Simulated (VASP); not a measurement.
# Cu12C in VASP: notebook

Cu12C is run at these levels: PBE; tasks: single point.

Program: VASP 6.6.1. These are calculated values, not measurements. Logs are shortened: lines on timing, memory, paths and dates and some standing lists are left out, and cuts for length are marked.

### Step 1. The cell of the first run

The cell holds a slab with vacuum, 13 atoms: a = 5.132 Å, b = 5.132 Å, c = 19.622 Å, α = 90.00°, β = 90.00°, γ = 120.00°.

### Step 2. Single point, PBE

File INCAR:

```
ALGO = Normal ; DIPOL = 0.5 0.5 0.324
EDIFF = 1E-6 ; ENCUT = 520
GGA = PE ; IDIPOL = 3
ISIF = 2 ; ISMEAR = 0
LASPH = T ; LCHARG = F
LDIPOL = T ; LREAL = F
LWAVE = F ; NBANDS = 80
NELM = 80 ; PREC = Accurate
SIGMA = 0.1
```

File KPOINTS:

```
k-points
0
Gamma
  6 6 1
```

File POSCAR:

```
Cu12C
1.0
    5.1319544695      0.0000000000      0.0000000000
   -2.5659772347      4.4444029416      0.0000000000
    0.0000000000      0.0000000000     19.6215702048
Cu C
12 1
Direct
    0.3333333333      0.1666666667      0.2038572835
    0.3333333333      0.6666666667      0.2038572835
    0.8333333333      0.1666666667      0.2038572835
    0.8333333333      0.6666666667      0.2038572835
    0.1666666667      0.3333333333      0.3088788019
    0.1666666667      0.8333333333      0.3088788019
    0.6666666667      0.3333333333      0.3088788019
    0.6666666667      0.8333333333      0.3088788019
    0.0000000000      0.0000000000      0.4139103099
    0.0000000000      0.5000000000      0.4139103099
    0.5000000000      0.0000000000      0.4139103099
    0.5000000000      0.5000000000      0.4139103099
    0.0000000000      0.0000000000      0.5016764591
```

Potentials or basis: VASP PAW PBE potentials, release 64 (Cu, C).

On the command line:

```sh
> cat potpaw_PBE.64/Cu/POTCAR potpaw_PBE.64/C/POTCAR > POTCAR
> mpirun -np 1 vasp_std > vasp.out
```

OUTCAR:

```text
EDIFF = 1E-6
   ENCUT = 520
   GGA = PE
   ISIF = 2
   ISMEAR = 0
   LASPH = T
   LREAL = F
   NELM = 80
   PREC = Accurate

 ion  position               nearest neighbor table
   1  0.333  0.167  0.204-   5 2.54   6 2.54   7 2.54   2 2.57   2 2.57   4 2.57   4 2.57   3 2.57
                             3 2.57
   2  0.333  0.667  0.204-   6 2.54   5 2.54   8 2.54   1 2.57   1 2.57   3 2.57   3 2.57   4 2.57
                             4 2.57
   3  0.833  0.167  0.204-   7 2.54   8 2.54   5 2.54   4 2.57   4 2.57   2 2.57   2 2.57   1 2.57
                             1 2.57
   4  0.833  0.667  0.204-   8 2.54   7 2.54   6 2.54   3 2.57   3 2.57   1 2.57   1 2.57   2 2.57
                             2 2.57
   5  0.167  0.333  0.309-   1 2.54   2 2.54   3 2.54   9 2.54  12 2.54  10 2.54   6 2.57   6 2.57
                             8 2.57   8 2.57   7 2.57   7 2.57
   6  0.167  0.833  0.309-   2 2.54   1 2.54   4 2.54  10 2.54  11 2.54   9 2.54   5 2.57   5 2.57
                             7 2.57   7 2.57   8 2.57   8 2.57
   7  0.667  0.333  0.309-   3 2.54   4 2.54   1 2.54  11 2.54  10 2.54  12 2.54   8 2.57   8 2.57
                             6 2.57   6 2.57   5 2.57   5 2.57
   8  0.667  0.833  0.309-   4 2.54   3 2.54   2 2.54  12 2.54   9 2.54  11 2.54   7 2.57   7 2.57
                             5 2.57   5 2.57   6 2.57   6 2.57
   9  0.000  0.000  0.414-  13 1.72   5 2.54   8 2.54   6 2.54  10 2.57  10 2.57  12 2.57  12 2.57
                            11 2.57  11 2.57
  10  0.000  0.500  0.414-   6 2.54   7 2.54   5 2.54   9 2.57   9 2.57  11 2.57  11 2.57  12 2.57
                            12 2.57
  11  0.500  0.000  0.414-   7 2.54   6 2.54   8 2.54  12 2.57  12 2.57  10 2.57  10 2.57   9 2.57
                             9 2.57
  12  0.500  0.500  0.414-   8 2.54   5 2.54   7 2.54  11 2.57  11 2.57   9 2.57   9 2.57  10 2.57
                            10 2.57
  13  0.000  0.000  0.502-   9 1.72

  LATTYP: Found a hexagonal cell.
 ALAT       =     5.1319544695
 C/A-ratio  =     3.8234108119

  Lattice vectors:

 A1 = (   5.1319544695,   0.0000000000,   0.0000000000)
 A2 = (  -2.5659772347,   4.4444029416,   0.0000000000)
 A3 = (   0.0000000000,   0.0000000000,  19.6215702048)

Analysis of symmetry for initial positions (statically):
=====================================================================
 Subroutine PRICEL returns:
 Original cell was already a primitive cell.

 Routine SETGRP: Setting up the symmetry group for a
 hexagonal supercell.

 Subroutine GETGRP returns: Found  6 space group operations
 (whereof  6 operations were pure point group operations)
 out of a pool of 24 trial point group operations.

The static configuration has the point symmetry C_3v.

Analysis of symmetry for dynamics (positions and initial velocities):
=====================================================================
 Subroutine PRICEL returns:
 Original cell was already a primitive cell.

 Routine SETGRP: Setting up the symmetry group for a
 hexagonal supercell.

 Subroutine GETGRP returns: Found  6 space group operations
 (whereof  6 operations were pure point group operations)
 out of a pool of 24 trial point group operations.

The dynamic configuration has the point symmetry C_3v.

 Subroutine INISYM returns: Found  6 space group operations
 (whereof  6 operations are pure point group operations),
 and found     1 'primitive' translations

----------------------------------------------------------------------------------------

                                     Primitive cell

  volume of cell :     447.5381

  direct lattice vectors                    reciprocal lattice vectors
     5.131954470  0.000000000  0.000000000     0.194857535  0.112501051  0.000000000
    -2.565977235  4.444402942  0.000000000     0.000000000  0.225002101  0.000000000
     0.000000000  0.000000000 19.621570205     0.000000000  0.000000000  0.050964321

  length of vectors
     5.131954470  5.131954469 19.621570205     0.225002101  0.225002101  0.050964321

  position of ions in fractional coordinates (direct lattice)
     0.333333333  0.166666667  0.203857283
     0.333333333  0.666666667  0.203857283
     0.833333333  0.166666667  0.203857283
     0.833333333  0.666666667  0.203857283
     0.166666667  0.333333333  0.308878802
     0.166666667  0.833333333  0.308878802
     0.666666667  0.333333333  0.308878802
     0.666666667  0.833333333  0.308878802
[... 34 lines left out ...]
     0.000000000  0.037500350  0.000000000     0.000000000  0.166666667  0.000000000
     0.000000000  0.000000000  0.050964321     0.000000000  0.000000000  1.000000000

  Length of vectors
     0.037500350  0.037500350  0.050964321

  Shift w.r.t. Gamma in fractional coordinates (k-lattice)
     0.000000000  0.000000000  0.000000000

 Subroutine IBZKPT returns following result:
 ===========================================

 Found      7 irreducible k-points:

 Following reciprocal coordinates:
            Coordinates               Weight
  0.000000  0.000000  0.000000      1.000000
  0.166667  0.000000  0.000000      6.000000
  0.333333  0.000000  0.000000      6.000000
  0.500000 -0.000000  0.000000      3.000000
  0.166667  0.166667  0.000000      6.000000
  0.333333  0.166667  0.000000     12.000000
  0.333333  0.333333  0.000000      2.000000
   k-points           NKPTS =      7   k-points in BZ     NKDIM =      7   number of bands    NBANDS=     80
   number of dos      NEDOS =    301   number of ions     NIONS =     13
   total plane-waves  NPLWV = 240000
   dimension x,y,z NGX =    40 NGY =   40 NGZ =  150
   dimension x,y,z NGXF=    80 NGYF=   80 NGZF=  300
   ions per type =              12   1
   NGX,Y,Z   is equivalent  to a cutoff of  12.96, 12.96, 12.71 a.u.
   NGXF,Y,Z  is equivalent  to a cutoff of  25.92, 25.92, 25.42 a.u.
 SYSTEM =  unknown system
   PREC   = accura    normal or accurate (medium, high low for compatibility)
   ISTART =      0    job   : 0-new  1-cont  2-samecut
   ICHARG =      2    charge: 1-file 2-atom 10-const
   ISPIN  =      1    spin polarized calculation?
   LNONCOLLINEAR =      F non collinear calculations
   LSORBIT =      F    spin-orbit coupling
   LASPH  =      T    aspherical Exc in radial PAW
   ENCUT  =  520.0 eV  38.22 Ry    6.18 a.u.   9.54  9.54 36.48*2*pi/ulx,y,z
   NELM   =     80;   NELMIN=  2; NELMDL= -5     # of ELM steps
   EDIFF  = 0.1E-05   stopping-criterion for ELM
   LREAL  =      F    real-space projection
[... 7 lines left out ...]
   TEBEG  =    0.0;   TEEND  =   0.0 temperature during run
   PSTRESS=    0.0 pullay stress
   NELECT =     136.0000    total number of electrons
   NUPDOWN=      -1.0000    fix difference up-down
   EMIN   =  10.00;   EMAX   =-10.00  energy-range for DOS
   EFERMI =   0.00;   METHOD = LEGACY
   ISMEAR =     0;   SIGMA  =   0.10  broadening in eV -4-tet -1-fermi 0-gaus
   EFERMI_NEDOS =   21; number of points for ismear=-14 and -15
   IALGO  =     38    algorithm
   IMIX   =      4    mixing-type and parameters
     AMIX     =   0.40;   BMIX     =  1.00
     AMIX_MAG =   1.60;   BMIX_MAG =  1.00
  volume/ion in A,a.u.               =      34.43       232.32
  Fermi-wavevector in a.u.,A,eV,Ry     =   1.100638  2.079904 16.482150  1.211404
  Thomas-Fermi vector in A             =   2.237052
   LORBIT       =      0    0 simple, 1 ext, 2 COOP (PROOUT), +10 PAW based schemes
   GGA     = PE    functional components
   LHFCALC =     F    Hartree Fock is set to
   AEXX    =    0.0000 exact exchange contribution
   IVDW    =     0    specifies the selected vdW correction
   LEPSILON=     F    determine dielectric tensor
   LRPA    =     F    only Hartree local field effects (RPA)
 non-spin polarized calculation
 Gauss-broadening in eV      SIGMA  =   0.10
  energy-cutoff  :      520.00
  volume of cell :      447.54
 maximum number of plane-waves:     12109
 NGX is ok and might be reduce to    40
   NGX = 19   NGY = 19   NGZ = 73

 dipolmoment           0.000000      0.000000     -0.353000 electrons x Angstroem

 number of electron     136.0000027 magnetization

 dipolmoment           0.000000      0.000000      0.144566 electrons x Angstroem

 Free energy of the ion-electron system (eV)
  ---------------------------------------------------
  ext. energy  EPLUGINS =         0.00000000
  ---------------------------------------------------
  free energy    TOTEN  =       -45.31506800 eV

  energy without entropy =      -45.29973919  energy(sigma->0) =      -45.30740359

 E-fermi :  -0.9297     XC(G=0):  -5.2252

 val. band max:       -1.0147168976   @ k =   0.1667   0.0000   0.0000
 cond. band min:      -0.8714408067   @ k =   0.3333   0.3333   0.0000
 fundamental gap:      0.1432760909
 Fermi energy:        -0.9296930215

 k-point     1 :       0.0000    0.0000    0.0000
  band No.  band energies     occupation
      1     -11.0365      2.00000
      2      -9.4044      2.00000
      3      -7.4187      2.00000
      4      -6.2255      2.00000
      5      -5.8974      2.00000
      6      -5.8974      2.00000
[... 570 lines left out ...]
     79       4.0507      0.00000
     80       4.3559      0.00000

------------------------ aborting loop because EDIFF is reached ----------------------------------------

 vacuum level on the upper side and lower side of the slab       (xc-potential included)         0.460        -0.577

  FORCE on cell =-STRESS in cart. coord.  units (eV):
  Direction    XX          YY          ZZ          XY          YZ          ZX
  --------------------------------------------------------------------------------------
  -------------------------------------------------------------------------------------
  Total       -3.1901338     -3.1901338      1.2830590     -0.0000000      0.0000000      0.0000000
  in kB      -11.4206153    -11.4206153      4.5933257     -0.0000000      0.0000000      0.0000000
  external PRESSURE =      -6.0826349 kB  Pullay stress =       0.0000000 kB

 VOLUME and BASIS-vectors are now :
 -----------------------------------------------------------------------------
  energy-cutoff  :      520.00
  volume of cell :      447.54
      direct lattice vectors                 reciprocal lattice vectors
     5.131954470  0.000000000  0.000000000     0.194857535  0.112501051  0.000000000
    -2.565977235  4.444402942  0.000000000     0.000000000  0.225002101  0.000000000
     0.000000000  0.000000000 19.621570205     0.000000000  0.000000000  0.050964321

 POSITION                                       TOTAL-FORCE (eV/Angst)
 -----------------------------------------------------------------------------------
      1.28299      0.74073      4.00000        -0.024075     -0.013900     -0.042677
     -0.00000      2.96294      4.00000        -0.000000     -0.000000     -0.040000
      3.84897      0.74073      4.00000         0.024075     -0.013900     -0.042677
      2.56598      2.96294      4.00000         0.000000      0.027800     -0.042677
      0.00000      1.48147      6.06069         0.000000      0.027630     -0.066909
     -1.28299      3.70367      6.06069         0.023928     -0.013815     -0.066909
      2.56598      1.48147      6.06069        -0.000000      0.000000     -0.015553
      1.28299      3.70367      6.06069        -0.023928     -0.013815     -0.066909
      0.00000      0.00000      8.12157        -0.000000      0.000000     -0.647321
     -1.28299      2.22220      8.12157         0.036028      0.020801      0.301024
      2.56598      0.00000      8.12157        -0.000000     -0.041601      0.301024
      1.28299      2.22220      8.12157        -0.036028      0.020801      0.301024
      0.00000      0.00000      9.84368         0.000000      0.000000      0.128560
 -----------------------------------------------------------------------------------
    total drift:                                0.000001      0.000002     -0.006200

  FREE ENERGIE OF THE ION-ELECTRON SYSTEM (eV)
  ---------------------------------------------------
  free  energy   TOTEN  =       -45.3150679976 eV

  energy  without entropy=      -45.2997391887  energy(sigma->0) =      -45.30740359

 vacuum level on the upper side and lower side of the slab         4.920         3.778
```

It took 8.4 min on 1 thread of Intel Xeon Platinum 8488C (Sapphire Rapids), shared host; peak memory 0.63 GiB.

Results:

```
Free energy            : -45.3151 eV
Largest force          : 0.647 eV/Å
Band gap on the k mesh : zero (bands 68 and 69 overlap by 0.20 eV)
```

Forces in eV/Å, atoms in the order of the input:
```
Cu  -0.024 -0.014 -0.043
Cu   0.000  0.000 -0.040
Cu   0.024 -0.014 -0.043
Cu   0.000  0.028 -0.043
Cu   0.000  0.028 -0.067
Cu   0.024 -0.014 -0.067
Cu   0.000  0.000 -0.016
Cu  -0.024 -0.014 -0.067
Cu   0.000  0.000 -0.647
Cu   0.036  0.021  0.301
Cu   0.000 -0.042  0.301
Cu  -0.036  0.021  0.301
C    0.000  0.000  0.129
```

Levels at points of the mesh, in eV from the Fermi level:
```csv
k point,band 65,band 66,band 67,band 68,band 69,band 70,band 71,band 72
"(0.00, 0.00, 0.00)",-0.75,-0.75,-0.15,0.10,0.46,0.46,1.15,1.38
"(0.50, 0.00, 0.00)",-1.50,-0.36,-0.24,-0.21,-0.09,0.29,0.89,1.43
```

[end of part 1 of 2]

The gap in the log of VASP goes by the Fermi energy; the results here count the filled bands.